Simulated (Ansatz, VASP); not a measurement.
## Two plane-wave programs on Ge

```
CELL_PARAMETERS angstrom
0.00000 2.97021 2.75805
2.97021 0.00000 2.75805
2.97021 2.97021 0.00000
ATOMIC_POSITIONS crystal
Ge 0.50000 0.50000 0.50000
Ge 0.75000 0.75000 0.75000
```

Change from the starting cell: strain +0.050 along x and y, -0.025 along z, atoms carried along.

Alike in both runs: task single point; functional PBEsol; k mesh 14 × 14 × 14; occupations gaussian, width 0.15 eV; no spin polarisation.

```csv
,VASP,Ansatz
version,VASP 6.6.1,Ansatz 0.2.0
potentials or method,"VASP PAW PBE potentials, release 64 (Ge_d), cutoff 520 eV","scalar-relativistic, plane waves, PAW"
valence electrons in the cell,28,28
```

Ansatz gave:

| Item | Value |
| --- | --- |
| gap on the k mesh at the Fermi level (eV) | none |
| pressure (GPa) | -3.6 |
| traceless stress, the component that is largest in VASP (GPa) | 2.82 |

Task: What did VASP give for the same quantities?

Result: gap on the k mesh at the Fermi level (eV): none; pressure (GPa): -3.7; traceless stress, the component that is largest in VASP (GPa): 2.83.

VASP's potentials were made for PBE, not for PBEsol. A gap of «none» marks a metal or a gap that the smearing closes.
